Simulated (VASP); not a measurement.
## Ir: single point with PBE

The system is Ir.

```
Ir
1.0
     0.00000    1.91970    1.91970
     1.91970    0.00000    1.91970
     1.91970    1.91970    0.00000
Ir
1
Direct
  0.00000 0.00000 0.00000
```

* Program: VASP 6.6.1
* Task: single point
* Functional: PBE
* Potentials or basis: VASP PAW PBE potentials, release 64 (Ir)
* Cutoff: 520 eV
* k mesh: 18 × 18 × 18
* Occupations: gaussian, width 0.2 eV
* Spin: no spin polarisation

```json
{"Pressure": "9.7 GPa"}
```

Levels at points of the mesh, in eV from the Fermi level:
```tsv
k point	band 1	band 2	band 3	band 4	band 5	band 6	band 7	band 8
(0.00, 0.00, 0.00)	-11.13	-3.90	-3.90	-3.90	-1.21	-1.21	14.31	19.89
(0.50, 0.00, 0.00)	-8.11	-4.01	-4.01	-0.78	0.88	0.88	7.25	13.85
(0.50, 0.50, 0.00)	-7.93	-7.35	0.85	1.46	1.46	1.68	10.50	11.69
```

It took 33 s on 1 thread of Intel Xeon 8259CL, on a shared host, peak memory 0.15 GiB.

Caveat: spin-orbit coupling is left out, which moves the levels of the heavy elements.
